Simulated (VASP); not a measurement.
**Li2S: single point with LDA**

The system is Li2S.

```
Li S
1.0
     0.00000    2.83485    2.83485
     2.83485    0.00000    2.83485
     2.83485    2.83485    0.00000
Li S
2 1
Cartesian
  1.4174 1.4174 1.4174
  4.2523 4.2523 4.2523
  0.0000 0.0000 0.0000
```

This cell differs from its parent crystal: volume scaled by 0.98.

```
Program             : VASP 6.6.1
Task                : single point
Functional          : LDA
Potentials or basis : VASP PAW LDA potentials, release 64 (Li_sv, S)
Cutoff              : 750 eV
k mesh              : 7 × 7 × 7
Occupations         : fermi-dirac, width 0.02 eV
Spin                : no spin polarisation
```

* Pressure: -2.4 GPa
* Band gap on the k mesh: 3.31 eV, indirect (least direct gap 4.14 eV)

Levels at points of the mesh, in eV from the valence-band top:
| k point | band 2 | band 3 | band 4 | band 5 | band 6 | band 7 | band 8 | band 9 | band 10 | band 11 |
| --- | --- | --- | --- | --- | --- | --- | --- | --- | --- | --- |
| (0.00, 0.00, 0.00) | -43.12 | -11.01 | 0.00 | 0.00 | 0.00 | 4.14 | 6.02 | 6.02 | 6.02 | 11.16 |

Wall time 6.8 s on 1 thread of Intel(R) Xeon(R) 6975P-C (Granite Rapids) (shared host), peak memory 0.17 GiB.

 A k mesh can miss the band edges.
